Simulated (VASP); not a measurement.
# CuO (Tenorite) (C2/c) in VASP: single point with PBE+U

Aim: the single point of CuO (Tenorite) with PBE+U.

Everything below comes from runs of VASP 6.6.1. Logs are shortened: lines on timing, memory, paths and dates and some standing lists are left out, and cuts for length are marked.

### 1 The cell of the first run

It takes space group C2/c (No. 15, monoclinic). The conventional cell has a = 4.684 Å, b = 3.423 Å, c = 5.129 Å, α = 90.00°, β = 99.54°, γ = 90.00°. Within 2.6 Å of Cu (site symmetry -1) lie 4 O at 1.95 to 1.96 Å. O (site symmetry 2) has 4 Cu at 1.95 to 1.96 Å within 2.6 Å.

### 2 Single point, PBE+U, collinear spin, ferromagnetic start

INCAR

```
SYSTEM = CuO
ALGO     = Normal         ! electronic algorithm
EDIFF    = 1E-6           ! SCF threshold, eV
ENCUT    = 520            ! plane-wave cutoff, eV
GGA      = PE             ! functional
ISIF     = 2              ! what is computed and relaxed
ISMEAR   = 0              ! smearing method
ISPIN    = 2              ! spin polarisation
LASPH    = .True.         ! aspherical terms in the spheres
LCHARG   = .False.        ! write CHGCAR
LDAU     = .True.         ! DFT+U
LDAUJ    = 0 0          
LDAUL    = 2 -1           ! shell
LDAUPRINT= 1            
LDAUTYPE = 2            
LDAUU    = 4 0            ! U, eV
LMAXMIX  = 4              ! l up to which the mixer works
LORBIT   = 11             ! projections on sites
LREAL    = .False.        ! projectors in reciprocal space
LWAVE    = .False.        ! write WAVECAR
MAGMOM   = 1 1 0 0        ! initial moments
NBANDS   = 29             ! bands
NELM     = 150            ! most SCF steps
PREC     = Accurate       ! precision mode
SIGMA    = 0.05           ! smearing width, eV
```

KPOINTS

```
k-points
0
Gamma
  8 8 4
  0 0 0
```

POSCAR

```
CuO
1.0
    2.3418500000     -1.7113000000      0.0000000000
    2.3418500000      1.7113000000      0.0000000000
   -0.8500274268      0.0000000000      5.0578693947
Cu O
2 2
Direct
    0.0000000000      0.5000000000      0.0000000000
    0.5000000000      0.0000000000      0.5000000000
    0.5816000000      0.4184000000      0.2500000000
    0.4184000000      0.5816000000      0.7500000000
```

Potentials or basis: VASP PAW PBE potentials, release 64 (Cu, O).

The run is started by

```bash
$ cat potpaw_PBE.64/Cu/POTCAR potpaw_PBE.64/O/POTCAR > POTCAR
$ mpirun -np 1 vasp_std > vasp.out
```

OUTCAR:

```text
SYSTEM = CuO
   EDIFF = 1E-6
   ENCUT = 520
   GGA = PE
   ISIF = 2
   ISMEAR = 0
   ISPIN = 2
   LASPH = .True.
   LORBIT = 11
   LREAL = .False.
   NELM = 150
   PREC = Accurate

 ion  position               nearest neighbor table
   1  0.000  0.500  0.000-   3 1.95   4 1.95   4 1.96   3 1.96
   2  0.500  0.000  0.500-   4 1.95   3 1.95   4 1.96   3 1.96
   3  0.582  0.418  0.250-   2 1.95   1 1.95   2 1.96   1 1.96
   4  0.418  0.582  0.750-   1 1.95   2 1.95   2 1.96   1 1.96

  LATTYP: Found a base centered monoclinic cell.
 ALAT       =     4.6837000000
 B/A-ratio  =     0.7307470589
 C/A-ratio  =     1.0950317057
 COS(beta)  =    -0.1657361228

  Lattice vectors:

 A1 = (   2.3418500000,  -1.7113000000,   0.0000000000)
 A2 = (   2.3418500000,   1.7113000000,   0.0000000000)
 A3 = (  -0.8500274268,   0.0000000000,   5.0578693947)

Analysis of symmetry for initial positions (statically):
=====================================================================
 Subroutine PRICEL returns:
 Original cell was already a primitive cell.

 Routine SETGRP: Setting up the symmetry group for a
 base centered monoclinic supercell.

 Subroutine GETGRP returns: Found  4 space group operations
 (whereof  2 operations were pure point group operations)
 out of a pool of  4 trial point group operations.

The static configuration has the point symmetry S_2 .
 The point group associated with its full space group is C_2h.

Analysis of symmetry for dynamics (positions and initial velocities):
=====================================================================
 Subroutine PRICEL returns:
 Original cell was already a primitive cell.

 Routine SETGRP: Setting up the symmetry group for a
 base centered monoclinic supercell.

 Subroutine GETGRP returns: Found  4 space group operations
 (whereof  2 operations were pure point group operations)
 out of a pool of  4 trial point group operations.

The dynamic configuration has the point symmetry S_2 .
 The point group associated with its full space group is C_2h.

Analysis of structural, dynamic, and magnetic symmetry:
=====================================================================
 Subroutine PRICEL returns:
 Original cell was already a primitive cell.

 Routine SETGRP: Setting up the symmetry group for a
 base centered monoclinic supercell.

 Subroutine GETGRP returns: Found  4 space group operations
 (whereof  2 operations were pure point group operations)
 out of a pool of  4 trial point group operations.

The overall configuration has the point symmetry S_2 .
 The point group associated with its full space group is C_2h.

 Subroutine INISYM returns: Found  4 space group operations
 (whereof  2 operations are pure point group operations),
 and found     1 'primitive' translations

----------------------------------------------------------------------------------------

                                     Primitive cell

  volume of cell :      40.5399

  direct lattice vectors                    reciprocal lattice vectors
     2.341850000 -1.711300000  0.000000000     0.213506416 -0.292175539  0.035881968
[... 138 lines left out ...]

  0.9645  0.0001  0.0075 -0.0062  0.0016
  0.0001  0.9903 -0.0003 -0.0243  0.0082
  0.0075 -0.0003  0.9745  0.0007 -0.0012
 -0.0062 -0.0243  0.0007  1.0056 -0.0109
  0.0016  0.0082 -0.0012 -0.0109  0.9775

spin component  2

  0.9489 -0.0403  0.0105  0.0486 -0.0163
 -0.0403  0.7926  0.0038  0.2473 -0.0814
  0.0105  0.0038  0.9696 -0.0050  0.0001
  0.0486  0.2473 -0.0050  0.6139  0.1165
 -0.0163 -0.0814  0.0001  0.1165  0.9273

 occupancies and eigenvectors

  o =  0.3942  v =  0.0000  0.0000  0.0000  0.0000  0.0000 -0.1167 -0.5515  0.0126  0.7841 -0.2591      0.0000  0.0000  0.0000  0.0000  0.0000  0.0000  0.0000  0.0000  0.0000  0.0000
  o =  0.9499  v =  0.0000  0.0000  0.0000  0.0000  0.0000  0.8496  0.1765 -0.4313  0.2217 -0.1086      0.0000  0.0000  0.0000  0.0000  0.0000  0.0000  0.0000  0.0000  0.0000  0.0000
  o =  0.9592  v =  0.8636  0.1597 -0.4341  0.1899 -0.0652  0.0000  0.0000  0.0000  0.0000  0.0000      0.0000  0.0000  0.0000  0.0000  0.0000  0.0000  0.0000  0.0000  0.0000  0.0000
  o =  0.9657  v =  0.0000  0.0000  0.0000  0.0000  0.0000  0.0877  0.0570  0.1470  0.3540  0.9177      0.0000  0.0000  0.0000  0.0000  0.0000  0.0000  0.0000  0.0000  0.0000  0.0000
  o =  0.9671  v =  0.0000  0.0000  0.0000  0.0000  0.0000  0.1528 -0.7870 -0.3121 -0.4416  0.2546      0.0000  0.0000  0.0000  0.0000  0.0000  0.0000  0.0000  0.0000  0.0000  0.0000
  o =  0.9728  v =  0.0596 -0.6840 -0.3453 -0.5787 -0.2729  0.0000  0.0000  0.0000  0.0000  0.0000      0.0000  0.0000  0.0000  0.0000  0.0000  0.0000  0.0000  0.0000  0.0000  0.0000
  o =  0.9737  v =  0.1315 -0.3880  0.0004  0.0421  0.9113  0.0000  0.0000  0.0000  0.0000  0.0000      0.0000  0.0000  0.0000  0.0000  0.0000  0.0000  0.0000  0.0000  0.0000  0.0000
  o =  0.9755  v =  0.0000  0.0000  0.0000  0.0000  0.0000  0.4832 -0.2050  0.8335 -0.1250 -0.1188      0.0000  0.0000  0.0000  0.0000  0.0000  0.0000  0.0000  0.0000  0.0000  0.0000
  o =  0.9790  v = -0.4760  0.1952 -0.8320  0.1482  0.1453  0.0000  0.0000  0.0000  0.0000  0.0000      0.0000  0.0000  0.0000  0.0000  0.0000  0.0000  0.0000  0.0000  0.0000  0.0000
  o =  1.0276  v =  0.0829  0.5640 -0.0076 -0.7780  0.2641  0.0000  0.0000  0.0000  0.0000  0.0000      0.0000  0.0000  0.0000  0.0000  0.0000  0.0000  0.0000  0.0000  0.0000  0.0000

atom =   2  type =  1  l = 2

 onsite density matrix

spin component  1

  0.9645  0.0001 -0.0075  0.0062 -0.0016
  0.0001  0.9903  0.0003  0.0243 -0.0082
 -0.0075  0.0003  0.9745  0.0007 -0.0012
  0.0062  0.0243  0.0007  1.0056 -0.0109
 -0.0016 -0.0082 -0.0012 -0.0109  0.9775

spin component  2

  0.9489 -0.0403 -0.0105 -0.0486  0.0163
 -0.0403  0.7926 -0.0038 -0.2473  0.0814
 -0.0105 -0.0038  0.9696 -0.0050  0.0001
 -0.0486 -0.2473 -0.0050  0.6139  0.1165
  0.0163  0.0814  0.0001  0.1165  0.9273

 occupancies and eigenvectors

  o =  0.3942  v =  0.0000  0.0000  0.0000  0.0000  0.0000  0.1167  0.5515  0.0126  0.7841 -0.2591      0.0000  0.0000  0.0000  0.0000  0.0000  0.0000  0.0000  0.0000  0.0000  0.0000
  o =  0.9499  v =  0.0000  0.0000  0.0000  0.0000  0.0000 -0.8496 -0.1765 -0.4313  0.2217 -0.1086      0.0000  0.0000  0.0000  0.0000  0.0000  0.0000  0.0000  0.0000  0.0000  0.0000
  o =  0.9592  v =  0.8636  0.1597  0.4341 -0.1899  0.0652  0.0000  0.0000  0.0000  0.0000  0.0000      0.0000  0.0000  0.0000  0.0000  0.0000  0.0000  0.0000  0.0000  0.0000  0.0000
  o =  0.9657  v =  0.0000  0.0000  0.0000  0.0000  0.0000 -0.0877 -0.0570  0.1470  0.3540  0.9177      0.0000  0.0000  0.0000  0.0000  0.0000  0.0000  0.0000  0.0000  0.0000  0.0000
  o =  0.9671  v =  0.0000  0.0000  0.0000  0.0000  0.0000 -0.1528  0.7870 -0.3121 -0.4416  0.2546      0.0000  0.0000  0.0000  0.0000  0.0000  0.0000  0.0000  0.0000  0.0000  0.0000
  o =  0.9728  v = -0.0596  0.6840 -0.3453 -0.5787 -0.2729  0.0000  0.0000  0.0000  0.0000  0.0000      0.0000  0.0000  0.0000  0.0000  0.0000  0.0000  0.0000  0.0000  0.0000  0.0000
  o =  0.9737  v =  0.1315 -0.3880 -0.0004 -0.0421 -0.9113  0.0000  0.0000  0.0000  0.0000  0.0000      0.0000  0.0000  0.0000  0.0000  0.0000  0.0000  0.0000  0.0000  0.0000  0.0000
  o =  0.9755  v =  0.0000  0.0000  0.0000  0.0000  0.0000 -0.4832  0.2050  0.8335 -0.1250 -0.1188      0.0000  0.0000  0.0000  0.0000  0.0000  0.0000  0.0000  0.0000  0.0000  0.0000
  o =  0.9790  v =  0.4760 -0.1952 -0.8320  0.1482  0.1453  0.0000  0.0000  0.0000  0.0000  0.0000      0.0000  0.0000  0.0000  0.0000  0.0000  0.0000  0.0000  0.0000  0.0000  0.0000
  o =  1.0276  v = -0.0829 -0.5640 -0.0076 -0.7780  0.2641  0.0000  0.0000  0.0000  0.0000  0.0000      0.0000  0.0000  0.0000  0.0000  0.0000  0.0000  0.0000  0.0000  0.0000  0.0000

 number of electron      34.0000001 magnetization       1.9950680

 Free energy of the ion-electron system (eV)
  ---------------------------------------------------
  ext. energy  EPLUGINS =         0.00000000
  ---------------------------------------------------
  free energy    TOTEN  =       -17.11799378 eV

  energy without entropy =      -17.11782730  energy(sigma->0) =      -17.11791054

 E-fermi :   5.4595     XC(G=0): -11.8646

 val. band max:        5.3583834431   @ k =   0.5000   0.3750  -0.0000
 cond. band min:       5.4728509292   @ k =   0.5000   0.5000  -0.0000
 fundamental gap:      0.1144674860
 Fermi energy:         5.4595271571

 spin component 1

 k-point     1 :       0.0000    0.0000    0.0000
  band No.  band energies     occupation
      1     -14.2022      1.00000
      2     -12.8459      1.00000
      3      -2.8410      1.00000
      4      -1.7126      1.00000
      5      -1.3121      1.00000
      6       0.3788      1.00000
[... 1529 lines left out ...]
     28      25.7263      0.00000
     29      27.0959      0.00000

 [... further k-points ...]
[... 5 lines left out ...]
  --------------------------------------------------------------------------------------
  -------------------------------------------------------------------------------------
  Total        1.0398986      1.3660364      1.2948738      0.0000000      0.0000000      0.1072121
  in kB       41.0978142     53.9871048     51.1746881      0.0000000      0.0000000      4.2371278
  external PRESSURE =      48.7532023 kB  Pullay stress =       0.0000000 kB

 VOLUME and BASIS-vectors are now :
 -----------------------------------------------------------------------------
  energy-cutoff  :      520.00
  volume of cell :       40.54
      direct lattice vectors                 reciprocal lattice vectors
     2.341850000 -1.711300000  0.000000000     0.213506416 -0.292175539  0.035881968
     2.341850000  1.711300000  0.000000000     0.213506416  0.292175539  0.035881968
    -0.850027427  0.000000000  5.057869395     0.000000000  0.000000000  0.197711709

 POSITION                                       TOTAL-FORCE (eV/Angst)
 -----------------------------------------------------------------------------------
      1.17092      0.85565      0.00000        -0.000000      0.000000      0.000000
      0.74591     -0.85565      2.52893        -0.000000      0.000000      0.000000
      2.12934     -0.27928      1.26447         0.000000      0.054494      0.000000
      1.70433      0.27928      3.79340        -0.000000     -0.054494      0.000000
 -----------------------------------------------------------------------------------
    total drift:                                0.000000     -0.000000     -0.000000

  FREE ENERGIE OF THE ION-ELECTRON SYSTEM (eV)
  ---------------------------------------------------
  free  energy   TOTEN  =       -17.1179937823 eV

  energy  without entropy=      -17.1178273048  energy(sigma->0) =      -17.11791054

 total charge

# of ion       s       p       d       tot
------------------------------------------
    1        0.377   0.390   9.144   9.911
    2        0.377   0.390   9.144   9.911
    3        1.557   3.440   0.000   4.997
    4        1.557   3.440   0.000   4.997
--------------------------------------------------
tot          3.869   7.660  18.288  29.818

 magnetization (x)

# of ion       s       p       d       tot
------------------------------------------
    1       -0.003   0.003   0.660   0.660
    2       -0.003   0.003   0.660   0.660
    3        0.020   0.278   0.000   0.298
    4        0.020   0.278   0.000   0.298
--------------------------------------------------
tot          0.033   0.562   1.320   1.915
```

Run time: 2.1 min. Hardware: 1 thread of Intel Xeon Platinum 8124M at 3.00GHz (Skylake/Cascade Lake), shared host; peak memory 0.27 GiB.

Results:

```yaml
Free_energy: -17.1180 eV
Pressure: 4.9 GPa
Largest_force: 0.054 eV/Å
Net_moment: 2.00 μB per cell
Site_moments: Cu +0.66; O +0.30 μB
Valence_electrons_inside_the_program's_atomic_spheres: Cu 9.91; O 5.00
```

Forces in eV/Å, atoms in the order of the input:
```
Cu   0.000  0.000  0.000
Cu   0.000  0.000  0.000
O    0.000  0.054  0.000
O    0.000 -0.054  0.000
```

Stress tensor (GPa, compression positive):
```
4.11 0.00 0.42
0.00 5.40 0.00
0.42 0.00 5.12
```

Eigenvalues of the final occupation matrices:
| site | spin | trace | eigenvalues |
| --- | --- | --- | --- |
| site 1 d | 1 | 4.91 | 0.96 0.97 0.97 0.98 1.03 |
| site 1 d | 2 | 4.25 | 0.39 0.95 0.97 0.97 0.98 |
| site 2 d | 1 | 4.91 | 0.96 0.97 0.97 0.98 1.03 |
| site 2 d | 2 | 4.25 | 0.39 0.95 0.97 0.97 0.98 |
